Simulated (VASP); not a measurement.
Here is a VASP 6.6.1 calculation.

INCAR

```
PREC = Accurate ; ENCUT = 520
EDIFF = 1E-6 ; ISMEAR = -1
SIGMA = 0.03 ; LREAL = F
LASPH = T ; NELM = 60
ALGO = Normal ; ISIF = 2
LWAVE = F ; LCHARG = F
GGA = PS ; NBANDS = 11
```

Contents of KPOINTS:

```
Automatic mesh
0
Gamma
  13 13 13
```

File POSCAR:

```
BN
1.0
    0.0000000000      1.8075000000      1.7532750000
    1.8075000000      0.0000000000      1.7532750000
    1.8075000000      1.8075000000      0.0000000000
B N
1 1
Direct
    0.0000000000      0.0000000000      0.0000000000
    0.7500000000      0.7500000000      0.7500000000
```

Potentials or basis: VASP PAW PBE potentials, release 64 (B, N).

Command:

```sh
$ cat potpaw_PBE.64/B/POTCAR potpaw_PBE.64/N/POTCAR > POTCAR
$ mpirun -np 1 vasp_std > vasp.out
```

Q: Estimate the band gap on the k mesh.

A: 3.85 eV, indirect (least direct gap 8.58 eV).

Q: Estimate the pressure.

A: 9.8 GPa.

Stress tensor (GPa, compression positive):
```
 3.78  0.00  0.00
 0.00  3.78  0.00
 0.00  0.00 21.91
```

Caveat: the cell differs from its parent crystal (zz strain of -3 %); the PAW data sets were made with another functional, which shifts forces and pressure a little. A k mesh can miss the band edges.
